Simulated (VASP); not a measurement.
Here is a VASP 6.6.1 calculation.

The input INCAR:

```
ALGO = Normal ; EDIFF = 1E-6
ENCUT = 520 ; GGA = PE
ISIF = 2 ; ISMEAR = 0
LASPH = True ; LCHARG = False
LREAL = False ; LWAVE = False
NBANDS = 50 ; NELM = 60
PREC = Accurate ; SIGMA = 0.01
```

File KPOINTS:

```
k-points
0
Gamma
  6 6 6
```

Contents of POSCAR:

```
SnSe
1.0
    7.8377562163      0.0000000000      0.0000000000
    0.0000000000      7.8377562163      0.0000000000
    0.0000000000      0.0000000000      7.8377562163
Sn Se
4 4
Direct
    0.8750000000      0.8750000000      0.8750000000
    0.6250000000      0.1250000000      0.3750000000
    0.1250000000      0.3750000000      0.6250000000
    0.3750000000      0.6250000000      0.1250000000
    0.3750000000      0.3750000000      0.3750000000
    0.1250000000      0.6250000000      0.8750000000
    0.6250000000      0.8750000000      0.1250000000
    0.8750000000      0.1250000000      0.6250000000
```

Potentials or basis: VASP PAW PBE potentials, release 64 (Sn_d, Se).

Launch:

```sh
$ cat potpaw_PBE.64/Sn_d/POTCAR potpaw_PBE.64/Se/POTCAR > POTCAR
$ mpirun -np 1 vasp_std > vasp.out
```

Problem. What does it give for the pressure?

Solution. 0.0 GPa.

Problem. What does it give for the band gap on the k mesh?

Solution. 0.10 eV (least direct gap 0.16 eV).

Caveat: semilocal functionals underestimate gaps, and a narrow one can read as zero; spin-orbit coupling is left out, which moves the levels of the heavy elements. A k mesh can miss the band edges.
